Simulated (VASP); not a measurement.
# Ti12Si in VASP: single point with PBE+D3(BJ)

Aim: the single point of Ti12Si with PBE+D3(BJ).

All numbers are computed with VASP 6.6.1; they aren't measurements. Logs are shortened: lines on timing, memory, paths and dates and some standing lists are left out, and cuts for length are marked.

### Step 1. The cell of the first run

The cell holds a slab with vacuum, 13 atoms: a = 5.710 Å, b = 5.710 Å, c = 21.593 Å, α = 90.00°, β = 90.00°, γ = 120.00°.

### Step 2. Single point, PBE+D3(BJ)

INCAR reads:

```
SYSTEM = Ti12Si
PREC     = Accurate       ! precision mode
ENCUT    = 520            ! plane-wave cutoff, eV
EDIFF    = 1E-6           ! SCF threshold, eV
ISMEAR   = 0              ! smearing method
SIGMA    = 0.1            ! smearing width, eV
LREAL    = .FALSE.        ! projectors in reciprocal space
LASPH    = .TRUE.         ! aspherical terms in the spheres
NELM     = 80             ! most SCF steps
ALGO     = Normal         ! electronic algorithm
ISIF     = 2              ! what is computed and relaxed
LWAVE    = .FALSE.        ! write WAVECAR
LCHARG   = .FALSE.        ! write CHGCAR
LDIPOL   = .TRUE.       
IDIPOL   = 3            
DIPOL    = 0.5 0.5 0.308
GGA      = PE             ! functional
IVDW     = 12             ! dispersion correction
NBANDS   = 86             ! bands
```

KPOINTS reads:

```
Automatic mesh
0
G
  6 6 1
  0 0 0
```

POSCAR reads:

```
Ti12Si
1.0
    5.7099611434      0.0000000000      0.0000000000
   -2.8549805717      4.9449714048      0.0000000000
    0.0000000000      0.0000000000     21.5932633302
Ti Si
12 1
Direct
    0.3333333333      0.1666666667      0.1852429593
    0.3333333333      0.6666666667      0.1852429593
    0.8333333333      0.1666666667      0.1852429593
    0.8333333333      0.6666666667      0.1852429593
    0.1666666667      0.3333333333      0.2894365806
    0.1666666667      0.8333333333      0.2894365806
    0.6666666667      0.3333333333      0.2894365806
    0.6666666667      0.8333333333      0.2894365806
    0.0000000000      0.0000000000      0.3933293083
    0.0000000000      0.5000000000      0.3933293083
    0.5000000000      0.0000000000      0.3933293083
    0.5000000000      0.5000000000      0.3933293083
    0.1666666667      0.0833333333      0.5368926018
```

Potentials or basis: VASP PAW PBE potentials, release 64 (Ti_sv, Si).

The run is started by

```
$ cat potpaw_PBE.64/Ti_sv/POTCAR potpaw_PBE.64/Si/POTCAR > POTCAR
$ mpirun -np 1 vasp_std > vasp.out
```

OUTCAR:

```text
SYSTEM = Ti12Si
   PREC = Accurate
   ENCUT = 520
   EDIFF = 1E-6
   ISMEAR = 0
   LREAL = .FALSE.
   LASPH = .TRUE.
   NELM = 80
   ISIF = 2
   GGA = PE
   IVDW = 12
 IVDW          = 12

 ion  position               nearest neighbor table
   1  0.333  0.167  0.185-   5 2.79   6 2.79   7 2.79   4 2.85   2 2.85   2 2.85   4 2.85   3 2.85
                             3 2.85
   2  0.333  0.667  0.185-   6 2.79   5 2.79   8 2.79   3 2.85   1 2.85   1 2.85   3 2.85   4 2.85
                             4 2.85
   3  0.833  0.167  0.185-   7 2.79   8 2.79   5 2.79   4 2.85   2 2.85   4 2.85   2 2.85   1 2.85
                             1 2.85
   4  0.833  0.667  0.185-   8 2.79   7 2.79   6 2.79   3 2.85   1 2.85   3 2.85   1 2.85   2 2.85
                             2 2.85
   5  0.167  0.333  0.289-   9 2.78  12 2.78  10 2.78   1 2.79   2 2.79   3 2.79   8 2.85   6 2.85
                             6 2.85   8 2.85   7 2.85   7 2.85
   6  0.167  0.833  0.289-  10 2.78  11 2.78   9 2.78   2 2.79   1 2.79   4 2.79   7 2.85   5 2.85
                             5 2.85   7 2.85   8 2.85   8 2.85
   7  0.667  0.333  0.289-  11 2.78  10 2.78  12 2.78   3 2.79   4 2.79   1 2.79   8 2.85   6 2.85
                             8 2.85   6 2.85   5 2.85   5 2.85
   8  0.667  0.833  0.289-  12 2.78   9 2.78  11 2.78   4 2.79   3 2.79   2 2.79   7 2.85   5 2.85
                             7 2.85   5 2.85   6 2.85   6 2.85
   9  0.000  0.000  0.393-   5 2.78   8 2.78   6 2.78  10 2.85  12 2.85  10 2.85  12 2.85  11 2.85
                            11 2.85
  10  0.000  0.500  0.393-   6 2.78   7 2.78   5 2.78   9 2.85  11 2.85   9 2.85  11 2.85  12 2.85
                            12 2.85
  11  0.500  0.000  0.393-   7 2.78   6 2.78   8 2.78  10 2.85  12 2.85  12 2.85  10 2.85   9 2.85
                             9 2.85
  12  0.500  0.500  0.393-   8 2.78   5 2.78   7 2.78   9 2.85  11 2.85  11 2.85   9 2.85  10 2.85
                            10 2.85
  13  0.167  0.083  0.537-

  LATTYP: Found a hexagonal cell.
 ALAT       =     5.7099611434
 C/A-ratio  =     3.7816830602

  Lattice vectors:

 A1 = (   5.7099611434,   0.0000000000,   0.0000000000)
 A2 = (  -2.8549805717,   4.9449714048,   0.0000000000)
 A3 = (   0.0000000000,   0.0000000000,  21.5932633302)

Analysis of symmetry for initial positions (statically):
=====================================================================
 Subroutine PRICEL returns:
 Original cell was already a primitive cell.

 Routine SETGRP: Setting up the symmetry group for a
 hexagonal supercell.

 Subroutine GETGRP returns: Found  2 space group operations
 (whereof  2 operations were pure point group operations)
 out of a pool of 24 trial point group operations.

The static configuration has the point symmetry C_1h.

Analysis of symmetry for dynamics (positions and initial velocities):
=====================================================================
 Subroutine PRICEL returns:
 Original cell was already a primitive cell.

 Routine SETGRP: Setting up the symmetry group for a
 hexagonal supercell.

 Subroutine GETGRP returns: Found  2 space group operations
 (whereof  2 operations were pure point group operations)
 out of a pool of 24 trial point group operations.

The dynamic configuration has the point symmetry C_1h.

 Subroutine INISYM returns: Found  2 space group operations
 (whereof  2 operations are pure point group operations),
 and found     1 'primitive' translations

----------------------------------------------------------------------------------------

                                     Primitive cell

  volume of cell :     609.6986

  direct lattice vectors                    reciprocal lattice vectors
     5.709961143  0.000000000  0.000000000     0.175132540  0.101112819  0.000000000
    -2.854980572  4.944971405  0.000000000     0.000000000  0.202225639  0.000000000
     0.000000000  0.000000000 21.593263330     0.000000000  0.000000000  0.046310740

  length of vectors
     5.709961143  5.709961143 21.593263330     0.202225639  0.202225639  0.046310740

  position of ions in fractional coordinates (direct lattice)
     0.333333333  0.166666667  0.185242959
     0.333333333  0.666666667  0.185242959
     0.833333333  0.166666667  0.185242959
     0.833333333  0.666666667  0.185242959
     0.166666667  0.333333333  0.289436581
     0.166666667  0.833333333  0.289436581
     0.666666667  0.333333333  0.289436581
     0.666666667  0.833333333  0.289436581
     0.000000000  0.000000000  0.393329308
     0.000000000  0.500000000  0.393329308
     0.500000000  0.000000000  0.393329308
[... 41 lines left out ...]
 ===========================================

 Found     13 irreducible k-points:

 Following reciprocal coordinates:
            Coordinates               Weight
  0.000000  0.000000  0.000000      1.000000
  0.166667 -0.000000  0.000000      2.000000
  0.000000  0.166667  0.000000      4.000000
  0.333333  0.000000  0.000000      2.000000
  0.000000  0.333333  0.000000      4.000000
  0.500000  0.000000  0.000000      1.000000
  0.000000  0.500000  0.000000      2.000000
  0.166667  0.166667  0.000000      4.000000
 -0.166667  0.333333  0.000000      2.000000
  0.333333  0.166667  0.000000      4.000000
 -0.166667  0.500000  0.000000      4.000000
  0.500000  0.333333  0.000000      4.000000
  0.333333  0.333333  0.000000      2.000000
   k-points           NKPTS =     13   k-points in BZ     NKDIM =     13   number of bands    NBANDS=     86
   number of dos      NEDOS =    301   number of ions     NIONS =     13
   total plane-waves  NPLWV = 285768
   dimension x,y,z NGX =    42 NGY =   42 NGZ =  162
   dimension x,y,z NGXF=    84 NGYF=   84 NGZF=  324
   ions per type =              12   1
   NGX,Y,Z   is equivalent  to a cutoff of  12.23, 12.23, 12.47 a.u.
   NGXF,Y,Z  is equivalent  to a cutoff of  24.46, 24.46, 24.94 a.u.
 SYSTEM =  Ti12Si
   PREC   = accura    normal or accurate (medium, high low for compatibility)
   ISTART =      0    job   : 0-new  1-cont  2-samecut
   ICHARG =      2    charge: 1-file 2-atom 10-const
   ISPIN  =      1    spin polarized calculation?
   LNONCOLLINEAR =      F non collinear calculations
   LSORBIT =      F    spin-orbit coupling
   LASPH  =      T    aspherical Exc in radial PAW
   ENCUT  =  520.0 eV  38.22 Ry    6.18 a.u.  10.62 10.62 40.15*2*pi/ulx,y,z
   NELM   =     80;   NELMIN=  2; NELMDL= -5     # of ELM steps
   EDIFF  = 0.1E-05   stopping-criterion for ELM
   LREAL  =      F    real-space projection
[... 7 lines left out ...]
   TEBEG  =    0.0;   TEEND  =   0.0 temperature during run
   PSTRESS=    0.0 pullay stress
   NELECT =     148.0000    total number of electrons
   NUPDOWN=      -1.0000    fix difference up-down
   EMIN   =  10.00;   EMAX   =-10.00  energy-range for DOS
   EFERMI =   0.00;   METHOD = LEGACY
   ISMEAR =     0;   SIGMA  =   0.10  broadening in eV -4-tet -1-fermi 0-gaus
   EFERMI_NEDOS =   21; number of points for ismear=-14 and -15
   IALGO  =     38    algorithm
   IMIX   =      4    mixing-type and parameters
     AMIX     =   0.40;   BMIX     =  1.00
     AMIX_MAG =   1.60;   BMIX_MAG =  1.00
  volume/ion in A,a.u.               =      46.90       316.50
  Fermi-wavevector in a.u.,A,eV,Ry     =   1.021230  1.929845 14.189668  1.042911
  Thomas-Fermi vector in A             =   2.154843
   LORBIT       =      0    0 simple, 1 ext, 2 COOP (PROOUT), +10 PAW based schemes
   GGA     = PE    functional components
   LHFCALC =     F    Hartree Fock is set to
   AEXX    =    0.0000 exact exchange contribution
   IVDW    =    12    specifies the selected vdW correction
   LEPSILON=     F    determine dielectric tensor
   LRPA    =     F    only Hartree local field effects (RPA)
 non-spin polarized calculation
 Gauss-broadening in eV      SIGMA  =   0.10
  energy-cutoff  :      520.00
  volume of cell :      609.70
 maximum number of plane-waves:     16485
   NGX = 21   NGY = 21   NGZ = 81

 dipolmoment           0.000000      0.000000      0.005547 electrons x Angstroem

 number of electron     147.9999946 magnetization

 dipolmoment           0.000000      0.000000     -0.022314 electrons x Angstroem

 Free energy of the ion-electron system (eV)
  ---------------------------------------------------
  ext. energy  EPLUGINS =         0.00000000
  ---------------------------------------------------
  free energy    TOTEN  =       -89.99138352 eV

  energy without entropy =      -89.87135372  energy(sigma->0) =      -89.93136862

 E-fermi :   0.2814     XC(G=0):  -5.2832

 val. band max:        0.2792301738   @ k =   0.3333   0.1667   0.0000
 cond. band min:       0.2827869424   @ k =   0.5000   0.0000   0.0000
 fundamental gap:      0.0035567686
 Fermi energy:         0.2813843419

 k-point     1 :       0.0000    0.0000    0.0000
  band No.  band energies     occupation
      1     -56.5669      2.00000
      2     -56.4906      2.00000
      3     -56.4768      2.00000
      4     -56.4663      2.00000
      5     -56.3988      2.00000
      6     -56.3858      2.00000
[... 1146 lines left out ...]
     85       0.8646      0.00000
     86       1.0316      0.00000

------------------------ aborting loop because EDIFF is reached ----------------------------------------

 vacuum level on the upper side and lower side of the slab       (xc-potential included)        -0.291        -0.110

 Edisp (eV)   -5.54329

 E8    (eV) :    -2.7235

  FORCE on cell =-STRESS in cart. coord.  units (eV):
  Direction    XX          YY          ZZ          XY          YZ          ZX
  --------------------------------------------------------------------------------------
  -------------------------------------------------------------------------------------
  Total      -3.10668    -3.01031    -7.13630    -0.08346    -0.12751    -0.22085
  in kB      -8.16378    -7.91055   -18.75291    -0.21931    -0.33507    -0.58036
  external pressure =      -11.61 kB  Pullay stress =        0.00 kB

 VOLUME and BASIS-vectors are now :
 -----------------------------------------------------------------------------
  energy-cutoff  :      520.00
  volume of cell :      609.70
      direct lattice vectors                 reciprocal lattice vectors
     5.709961143  0.000000000  0.000000000     0.175132540  0.101112819  0.000000000
    -2.854980572  4.944971405  0.000000000     0.000000000  0.202225639  0.000000000
     0.000000000  0.000000000 21.593263330     0.000000000  0.000000000  0.046310740

 POSITION                                       TOTAL-FORCE (eV/Angst)
 -----------------------------------------------------------------------------------
      1.42749      0.82416      4.00000        -0.006218     -0.003590      0.060633
     -0.00000      3.29665      4.00000        -0.002346     -0.001355      0.090917
      4.28247      0.82416      4.00000         0.004998     -0.007654      0.069696
      2.85498      3.29665      4.00000        -0.004129      0.008156      0.069696
      0.00000      1.64832      6.24988        -0.033234      0.074050     -0.247413
     -1.42749      4.12081      6.24988         0.047512     -0.065807     -0.247413
      2.85498      1.64832      6.24988         0.025871      0.014937     -0.202255
      1.42749      4.12081      6.24988        -0.037132     -0.021438     -0.253585
      0.00000      0.00000      8.49326         0.291985      0.168577      1.015501
     -1.42749      2.47249      8.49326         0.138058      0.079708      0.686650
      2.85498      0.00000      8.49326        -0.232038      0.003249      0.743067
      1.42749      2.47249      8.49326        -0.113205     -0.202576      0.743067
      0.71375      0.41208     11.59326        -0.080120     -0.046258     -2.528564
 -----------------------------------------------------------------------------------
    total drift:                               -0.000000     -0.000000     -0.000377

  FREE ENERGIE OF THE ION-ELECTRON SYSTEM (eV)
  ---------------------------------------------------
  free  energy   TOTEN  =       -95.5346772327 eV

  energy  without entropy=      -95.4146474286  energy(sigma->0) =      -95.47466233

 vacuum level on the upper side and lower side of the slab         4.578         4.767
```

It took 32 min on 1 thread of Intel Xeon Platinum 8488C (Sapphire Rapids), shared host; peak memory 0.86 GiB.

What came out:

```yaml
Free_energy: -95.5347 eV
Largest_force: 2.530 eV/Å
Band_gap_on_the_k_mesh: zero (bands 74 and 75 overlap by 0.71 eV)
Dispersion_energy_per_atom: -0.426 eV
```

Forces in eV/Å, atoms in the order of the input:
```
Ti  -0.006 -0.004  0.061
Ti  -0.002 -0.001  0.091
Ti   0.005 -0.008  0.070
Ti  -0.004  0.008  0.070
Ti  -0.033  0.074 -0.247
Ti   0.048 -0.066 -0.247
Ti   0.026  0.015 -0.202
Ti  -0.037 -0.021 -0.254
Ti   0.292  0.169  1.016
Ti   0.138  0.080  0.687
Ti  -0.232  0.003  0.743
Ti  -0.113 -0.203  0.743
Si  -0.080 -0.046 -2.529
```

Levels at points of the mesh, in eV from the Fermi level:
```csv
k point,band 69,band 70,band 71,band 72,band 73,band 74,band 75,band 76,band 77,band 78
"(0.00, 0.00, 0.00)",-0.10,0.14,0.15,0.33,0.41,0.50,0.54,0.67,0.69,0.73
"(0.50, 0.00, 0.00)",-0.53,-0.49,-0.48,-0.37,-0.32,-0.30,-0.19,-0.03,-0.03,0.00
"(0.00, 0.50, 0.00)",-0.53,-0.49,-0.47,-0.36,-0.34,-0.27,-0.19,-0.04,-0.02,-0.02
```
